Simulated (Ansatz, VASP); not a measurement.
**TaAl3N4 in VASP and in Ansatz**

The input INCAR:

```
PREC     = Accurate       # precision mode
ENCUT    = 520            # plane-wave cutoff, eV
EDIFF    = 1E-6           # SCF threshold, eV
ISMEAR   = 0              # smearing method
SIGMA    = 0.1            # smearing width, eV
LREAL    = False          # projectors in reciprocal space
LASPH    = True           # aspherical terms in the spheres
NELM     = 80             # most SCF steps
ALGO     = Normal         # electronic algorithm
ISIF     = 2              # what is computed and relaxed
LWAVE    = False          # write WAVECAR
LCHARG   = False          # write CHGCAR
GGA      = PE             # functional
NBANDS   = 30             # bands
```

KPOINTS

```
Automatic mesh
0
Gamma
  4 4 4
```

Contents of POSCAR:

```
TaAl3N4
1.0
    4.7140467400      0.0000000000      0.0000000000
    0.0000000000      4.7140467400      0.0000000000
    0.0000000000      0.0000000000      4.7140467400
Ta Al N
1 3 4
Direct
    0.0000000000      0.0000000000      0.0000000000
    0.0000000000      0.5000000000      0.5000000000
    0.5000000000      0.0000000000      0.5000000000
    0.5000000000      0.5000000000      0.0000000000
    0.2500000000      0.2500000000      0.7500000000
    0.2500000000      0.7500000000      0.2500000000
    0.7500000000      0.2500000000      0.2500000000
    0.7500000000      0.7500000000      0.7500000000
```

Input for Ansatz:

```yaml
crystal:
  lattice:
    - [4.71404674, 0.0, 0.0]
    - [0.0, 4.71404674, 0.0]
    - [0.0, 0.0, 4.71404674]
  atoms:
    - { symbol: Ta, position: [0.0, 0.0, 0.0] }
    - { symbol: Al, position: [0.0, 0.5, 0.5] }
    - { symbol: Al, position: [0.5, 0.0, 0.5] }
    - { symbol: Al, position: [0.5, 0.5, 0.0] }
    - { symbol: "N", position: [0.25, 0.25, 0.75] }
    - { symbol: "N", position: [0.25, 0.75, 0.25] }
    - { symbol: "N", position: [0.75, 0.25, 0.25] }
    - { symbol: "N", position: [0.75, 0.75, 0.75] }
basis:
  ecutwfc: 420
kpoints:
  mp_grid: { grid: [4, 4, 4] }
hamiltonian:
  xc: pbe
scf:
  occupations: { method: gaussian, width: 0.1 }
  lower_state_search: "off"
output:
  forces: true
  stress: true
  eigenvalues: true
```

Alike in both runs: task single point; functional PBE; k mesh 4 × 4 × 4; occupations gaussian, width 0.1 eV; no spin polarisation.

|  | VASP | Ansatz |
| --- | --- | --- |
| version | VASP 6.6.1 | Ansatz 0.2.0 |
| potentials or method | VASP PAW PBE potentials, release 64 (Ta_pv, Al, N), cutoff 520 eV | scalar-relativistic, plane waves, PAW |
| valence electrons in the cell | 40 | 42 |

```csv
,VASP,Ansatz,Ansatz less VASP
gap on the k mesh at the Fermi level (eV),none,none,-
pressure (GPa),-16.1,-16.2,-0.02
```

A gap of «none» marks a metal or a gap that the smearing closes. With one functional, cell and mesh, what is left measures potentials, basis and numerics. VASP's potentials hold 40 valence electrons a cell and Ansatz's 42, so a difference there can come from the potentials and not from the codes.

Spin-orbit coupling is off throughout.
